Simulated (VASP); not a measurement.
A run of VASP 6.6.1:

The input INCAR:

```
PREC = Accurate ; ENCUT = 500
EDIFF = 1E-6 ; ISMEAR = -1
SIGMA = 0.1 ; LREAL = False
LASPH = True ; NELM = 120
ALGO = Normal ; ISIF = 2
LWAVE = False ; LCHARG = True
GGA = CA ; LELF = True
LVHAR = True ; NBANDS = 11
GGA_COMPAT = False
```

The input KPOINTS:

```
regular mesh
0
Gamma
  4 4 4
```

POSCAR

```
Sr
1.0
   -2.4350000000      2.4350000000      2.4350000000
    2.4350000000     -2.4350000000      2.4350000000
    2.4350000000      2.4350000000     -2.4350000000
Sr
1
Direct
    0.0000000000      0.0000000000      0.0000000000
```

Potentials or basis: VASP PAW LDA potentials, release 64 (Sr_sv).

Run with:

```sh
$ cat potpaw_LDA.64/Sr_sv/POTCAR > POTCAR
$ mpirun -np 1 vasp_std > vasp.out
```

Hardware: 1 thread of Intel(R) Xeon(R) Platinum 8488C (Sapphire Rapids) (shared host).

How long does it take, and how much memory?

Run time: 4.8 s on 1 thread of Intel(R) Xeon(R) Platinum 8488C (Sapphire Rapids) (shared host), peak memory 0.15 GiB. Counts: scf iterations 11, k points 8.
